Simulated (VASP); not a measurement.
# HgSe (F-43m) in VASP: further runs

Runs on HgSe. Level: PBEsol. Tasks: electric field gradients.

Everything below comes from runs of VASP 6.6.1. Logs are shortened: lines on timing, memory, paths and dates and some standing lists are left out, and cuts for length are marked.

## (1) The cell of the first run

The structure is cubic, space group F-43m (No. 216). The conventional cell has a = 5.948 Å, b = 5.948 Å, c = 5.948 Å, α = 90.00°, β = 90.00°, γ = 90.00°. Within 3.4 Å of Hg (site symmetry -43m) lie 4 Se at 2.58 Å. Within 3.4 Å of Se (site symmetry -43m) lie 4 Hg at 2.58 Å.

## (2) Electric field gradients, PBEsol (volume scaled by 0.94)

Input file INCAR:

```
SYSTEM = HgSe
ALGO = Normal
EDIFF = 1E-8
ENCUT = 400
GGA = PS
GGA_COMPAT = .FALSE.
ISIF = 2
ISMEAR = -1
LASPH = .TRUE.
LCHARG = .FALSE.
LEFG = .TRUE.
LREAL = .FALSE.
LWAVE = .FALSE.
NBANDS = 16
NELM = 120
PREC = Accurate
SIGMA = 0.01
```

Input file KPOINTS:

```
k-points
0
G
  8 8 8
  0 0 0
```

Input file POSCAR:

```
HgSe
1.0
    0.0000000000      2.9740234261      2.9740234261
    2.9740234261      0.0000000000      2.9740234261
    2.9740234261      2.9740234261      0.0000000000
Hg Se
1 1
Direct
    0.0000000000      0.0000000000      0.0000000000
    0.7500000000      0.7500000000      0.7500000000
```

Potentials or basis: VASP PAW PBE potentials, release 64 (Hg, Se).

On the command line:

```bash
$ cat potpaw_PBE.64/Hg/POTCAR potpaw_PBE.64/Se/POTCAR > POTCAR
$ mpirun -np 1 vasp_std > vasp.out
```

OUTCAR:

```text
SYSTEM = HgSe
   EDIFF = 1E-8
   ENCUT = 400
   GGA = PS
   ISIF = 2
   ISMEAR = -1
   LASPH = .TRUE.
   LREAL = .FALSE.
   NELM = 120
   PREC = Accurate

 ion  position               nearest neighbor table
   1  0.000  0.000  0.000-   2 2.58   2 2.58   2 2.58   2 2.58
   2  0.750  0.750  0.750-   1 2.58   1 2.58   1 2.58   1 2.58

  LATTYP: Found a face centered cubic cell.
 ALAT       =     5.9480468522

  Lattice vectors:

 A1 = (   0.0000000000,   2.9740234261,   2.9740234261)
 A2 = (   2.9740234261,   0.0000000000,   2.9740234261)
 A3 = (   2.9740234261,   2.9740234261,   0.0000000000)

Analysis of symmetry for initial positions (statically):
=====================================================================
 Subroutine PRICEL returns:
 Original cell was already a primitive cell.

 Routine SETGRP: Setting up the symmetry group for a
 face centered cubic supercell.

 Subroutine GETGRP returns: Found 24 space group operations
 (whereof 24 operations were pure point group operations)
 out of a pool of 48 trial point group operations.

The static configuration has the point symmetry T_d .

Analysis of symmetry for dynamics (positions and initial velocities):
=====================================================================
 Subroutine PRICEL returns:
 Original cell was already a primitive cell.

 Routine SETGRP: Setting up the symmetry group for a
 face centered cubic supercell.

 Subroutine GETGRP returns: Found 24 space group operations
 (whereof 24 operations were pure point group operations)
 out of a pool of 48 trial point group operations.

The dynamic configuration has the point symmetry T_d .

 Subroutine INISYM returns: Found 24 space group operations
 (whereof 24 operations are pure point group operations),
 and found     1 'primitive' translations

----------------------------------------------------------------------------------------

                                     Primitive cell

  volume of cell :      52.6094

  direct lattice vectors                    reciprocal lattice vectors
     0.000000000  2.974023426  2.974023426    -0.168122415  0.168122415  0.168122415
     2.974023426  0.000000000  2.974023426     0.168122415 -0.168122415  0.168122415
     2.974023426  2.974023426  0.000000000     0.168122415  0.168122415 -0.168122415

  length of vectors
     4.205904264  4.205904264  4.205904264     0.291196564  0.291196564  0.291196564

  position of ions in fractional coordinates (direct lattice)
     0.000000000  0.000000000  0.000000000
     0.750000000  0.750000000  0.750000000

  ion indices of the primitive-cell ions
   primitive index   ion index
                 1           1
                 2           2

----------------------------------------------------------------------------------------

 KPOINTS: k-points

Automatic generation of k-mesh.
 Grid dimensions read from file:
 generate k-points for:    8    8    8

 Generating k-lattice:

  Cartesian coordinates                     Fractional coordinates (reciprocal lattice)
    -0.021015302  0.021015302  0.021015302     0.125000000  0.000000000  0.000000000
     0.021015302 -0.021015302  0.021015302     0.000000000  0.125000000  0.000000000
     0.021015302  0.021015302 -0.021015302     0.000000000  0.000000000  0.125000000

  Length of vectors
     0.036399571  0.036399571  0.036399571

  Shift w.r.t. Gamma in fractional coordinates (k-lattice)
     0.000000000  0.000000000  0.000000000

 Subroutine IBZKPT returns following result:
 ===========================================

 Found     29 irreducible k-points:

 Following reciprocal coordinates:
            Coordinates               Weight
  0.000000  0.000000  0.000000      1.000000
  0.125000  0.000000  0.000000      8.000000
  0.250000  0.000000  0.000000      8.000000
  0.375000  0.000000  0.000000      8.000000
  0.500000  0.000000  0.000000      4.000000
  0.125000  0.125000  0.000000      6.000000
[... 16 lines left out ...]
  0.500000  0.250000  0.125000     48.000000
 -0.375000  0.250000  0.125000     24.000000
 [... further k-points ...]
   k-points           NKPTS =     29   k-points in BZ     NKDIM =     29   number of bands    NBANDS=     16
   number of dos      NEDOS =    301   number of ions     NIONS =      2
   total plane-waves  NPLWV =  21952
   dimension x,y,z NGX =    28 NGY =   28 NGZ =   28
   dimension x,y,z NGXF=    56 NGYF=   56 NGZF=   56
   ions per type =               1   1
   NGX,Y,Z   is equivalent  to a cutoff of  11.07, 11.07, 11.07 a.u.
   NGXF,Y,Z  is equivalent  to a cutoff of  22.14, 22.14, 22.14 a.u.
 SYSTEM =  HgSe
   PREC   = accura    normal or accurate (medium, high low for compatibility)
   ISTART =      0    job   : 0-new  1-cont  2-samecut
   ICHARG =      2    charge: 1-file 2-atom 10-const
   ISPIN  =      1    spin polarized calculation?
   LNONCOLLINEAR =      F non collinear calculations
   LSORBIT =      F    spin-orbit coupling
   LASPH  =      T    aspherical Exc in radial PAW
   ENCUT  =  400.0 eV  29.40 Ry    5.42 a.u.   6.86  6.86  6.86*2*pi/ulx,y,z
   NELM   =    120;   NELMIN=  2; NELMDL= -5     # of ELM steps
   EDIFF  = 0.1E-07   stopping-criterion for ELM
   LREAL  =      F    real-space projection
   EDIFFG = 0.1E-06   stopping-criterion for IOM
   NSW    =      0    number of steps for IOM
   IBRION =     -1    ionic relax: 0-MD 1-quasi-New 2-CG
   NFREE  =      0    steps in history (QN), initial steepest desc. (CG)
   ISIF   =      2    stress and relaxation
   ISYM   =      2    0-nonsym 1-usesym 2-fastsym
   POTIM  = 0.5000    time-step for ionic-motion
   TEBEG  =    0.0;   TEEND  =   0.0 temperature during run
   PSTRESS=    0.0 pullay stress
   NELECT =      18.0000    total number of electrons
   NUPDOWN=      -1.0000    fix difference up-down
   EMIN   =  10.00;   EMAX   =-10.00  energy-range for DOS
   EFERMI =   0.00;   METHOD = LEGACY
   ISMEAR =    -1;   SIGMA  =   0.01  broadening in eV -4-tet -1-fermi 0-gaus
   EFERMI_NEDOS =   21; number of points for ismear=-14 and -15
   IALGO  =     38    algorithm
   IMIX   =      4    mixing-type and parameters
     AMIX     =   0.40;   BMIX     =  1.00
     AMIX_MAG =   1.60;   BMIX_MAG =  1.00
  volume/ion in A,a.u.               =      26.30       177.51
  Fermi-wavevector in a.u.,A,eV,Ry     =   1.145015  2.163765 17.838054  1.311060
  Thomas-Fermi vector in A             =   2.281705
   LORBIT       =      0    0 simple, 1 ext, 2 COOP (PROOUT), +10 PAW based schemes
   GGA     = PS    functional components
   LHFCALC =     F    Hartree Fock is set to
   AEXX    =    0.0000 exact exchange contribution
   IVDW    =     0    specifies the selected vdW correction
   LEPSILON=     F    determine dielectric tensor
   LRPA    =     F    only Hartree local field effects (RPA)
 non-spin polarized calculation
  energy-cutoff  :      400.00
  volume of cell :       52.61
 maximum number of plane-waves:       982
   NGX = 13   NGY = 13   NGZ = 13

 number of electron      17.9999997 magnetization

 Free energy of the ion-electron system (eV)
  ---------------------------------------------------
  ext. energy  EPLUGINS =         0.00000000
  ---------------------------------------------------
  free energy    TOTEN  =        -4.70876090 eV

  energy without entropy =       -4.70868630  energy(sigma->0) =       -4.70872360

 E-fermi :   2.2999     XC(G=0):  -9.5743

 val. band max:        2.2929398339   @ k =   0.0000   0.0000   0.0000
 cond. band min:       2.9041807365   @ k =   0.1250   0.0000   0.0000
 fundamental gap:      0.6112409025
 Fermi energy:         2.2998712292

 k-point     1 :       0.0000    0.0000    0.0000
  band No.  band energies     occupation
      1     -11.7199      2.00000
      2      -5.3269      2.00000
      3      -5.3269      2.00000
      4      -5.3269      2.00000
      5      -4.4533      2.00000
      6      -4.4533      2.00000
[... 8 lines left out ...]
     15      13.6920      0.00000
     16      13.6920      0.00000

 k-point     2 :       0.1250    0.0000    0.0000
  band No.  band energies     occupation
      1     -11.6418      2.00000
      2      -5.3046      2.00000
      3      -5.2916      2.00000
      4      -5.2916      2.00000
      5      -4.4566      2.00000
      6      -4.4566      2.00000
[... 8 lines left out ...]
     15      12.7053      0.00000
     16      12.7053      0.00000
[... 387 lines left out ...]
      5      -4.4186      2.00000
      6      -4.3292      2.00000
[... 8 lines left out ...]
     15      14.0126      0.00000
     16      14.5528      0.00000

 k-point    24 :      -0.3750    0.2500    0.1250
  band No.  band energies     occupation
      1     -11.0607      2.00000
      2      -5.0809      2.00000
      3      -5.0065      2.00000
      4      -4.5329      2.00000
      5      -4.4356      2.00000
      6      -4.0342      2.00000
[... 8 lines left out ...]
     15      13.6563      0.00000
     16      14.6417      0.00000

 [... further k-points ...]
[... 5 lines left out ...]
  --------------------------------------------------------------------------------------
  -------------------------------------------------------------------------------------
  Total        2.1085978      2.1085978      2.1085978     -0.0000000     -0.0000000      0.0000000
  in kB       64.2156926     64.2156926     64.2156926     -0.0000000     -0.0000000      0.0000000
  external PRESSURE =      64.2156926 kB  Pullay stress =       0.0000000 kB

 VOLUME and BASIS-vectors are now :
 -----------------------------------------------------------------------------
  energy-cutoff  :      400.00
  volume of cell :       52.61
      direct lattice vectors                 reciprocal lattice vectors
     0.000000000  2.974023426  2.974023426    -0.168122415  0.168122415  0.168122415
     2.974023426  0.000000000  2.974023426     0.168122415 -0.168122415  0.168122415
     2.974023426  2.974023426  0.000000000     0.168122415  0.168122415 -0.168122415

 POSITION                                       TOTAL-FORCE (eV/Angst)
 -----------------------------------------------------------------------------------
      0.00000      0.00000      0.00000         0.000000      0.000000     -0.000000
      4.46104      4.46104      4.46104        -0.000000     -0.000000      0.000000
 -----------------------------------------------------------------------------------
    total drift:                                0.000000      0.000000      0.000000

  FREE ENERGIE OF THE ION-ELECTRON SYSTEM (eV)
  ---------------------------------------------------
  free  energy   TOTEN  =        -4.7087608959 eV

  energy  without entropy=       -4.7086863044  energy(sigma->0) =       -4.70872360

 Electric field gradients (V/A^2)
---------------------------------------------------------------------
 ion       V_xx      V_yy      V_zz      V_xy      V_xz      V_yz
---------------------------------------------------------------------
   1      -0.000     0.000    -0.000     0.000     0.000     0.000
   2      -0.000    -0.000     0.000    -0.000    -0.000    -0.000
---------------------------------------------------------------------

 Electric field gradients after diagonalization (V/A^2)
 (convention: |V_zz| > |V_xx| > |V_yy|)
----------------------------------------------------------------------
 ion       V_xx      V_yy      V_zz     asymmetry (V_yy - V_xx)/ V_zz
----------------------------------------------------------------------
   1      -0.000    -0.000     0.000       0.000
   2       0.000     0.000    -0.001       0.000
----------------------------------------------------------------------

           NMR quadrupolar parameters

 Cq : quadrupolar parameter    Cq=e*Q*V_zz/h
 eta: asymmetry parameters     (V_yy - V_xx)/ V_zz
 Q  : nuclear electric quadrupole moment in mb (millibarn)
----------------------------------------------------------------------
 ion       Cq(MHz)       eta       Q (mb)
----------------------------------------------------------------------
   1       0.000       0.000       1.000
   2      -0.000       0.000       1.000
----------------------------------------------------------------------
```

Run time: 49 s. Hardware: 1 thread of AMD EPYC 7R13, shared host; peak memory 0.13 GiB.

Results:

```yaml
Free_energy: -4.7088 eV
Pressure: 6.4 GPa
Band_gap_on_the_k_mesh: zero (filled and empty bands touch)
```

Levels at points of the mesh, in eV from the Fermi level:
```
           k point  band 6  band 7  band 8  band 9  band 10  band 11  band 12  band 13
(0.00, 0.00, 0.00)   -6.75   -0.96   -0.01   -0.01    -0.01     5.31     5.31     5.31
(0.50, 0.00, 0.00)   -6.38   -6.09   -1.13   -1.13     1.02     6.13     6.13     7.01
(0.50, 0.50, 0.00)   -6.33   -5.48   -2.65   -2.65     2.69     2.74     8.51    10.09
```

Caveat: without QUAD_EFG the Cq values of the log hold for a quadrupole moment of 1 mb, not for the nuclei; the PAW data sets were made with another functional, which shifts forces and pressure a little; spin-orbit coupling is left out, which moves the levels of the heavy elements.

(Continued in part 2 of 2.)
